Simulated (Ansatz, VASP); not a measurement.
# PtSe2: VASP beside Ansatz

```xyz
3
Lattice="3.6480 0.0000 0.0000 -1.8240 3.1592 0.0000 0.0000 0.0000 4.9587" Properties=species:S:1:pos:R:3 pbc="T T T"
Pt    0.0000    0.0000    0.0000
Se    1.8240    1.0531    3.7190
Se    0.0000    2.1062    1.2397
```

Alike in both runs: task single point; functional LDA; k mesh 8 × 8 × 5; occupations fermi-dirac, width 0.05 eV; no spin polarisation.

|  | VASP | Ansatz |
| --- | --- | --- |
| version | VASP 6.6.1 | Ansatz 0.2.0 |
| potentials or method | VASP PAW LDA potentials, release 64 (Pt, Se) | Ansatz PAW |
| plane-wave cutoff (eV) | 520 | 420 |
| valence electrons in the cell | 22 | 50 |

|  | VASP | Ansatz | Ansatz less VASP |
| --- | --- | --- | --- |
| gap on the k mesh at the Fermi level (eV) | none | none | - |
| pressure (GPa) | 9.6 | 9.1 | -0.56 |
| traceless stress, the component that is largest in VASP (GPa) | -3.18 | -3.02 | +0.165 |
| rms of the force components (eV/Å) | 0.524 | 0.494 | -0.0304 |

LDA's correlation is that of Perdew and Zunger in VASP and of Perdew and Wang (1992) in Ansatz. Atom by atom the forces differ by 0.030 eV/Å (rms over components). A gap of «none» marks a metal or a gap that the smearing closes. VASP's potentials hold 22 valence electrons a cell and Ansatz's 50, so a difference there can come from the potentials and not from the codes.

Neither program's run includes spin-orbit coupling.
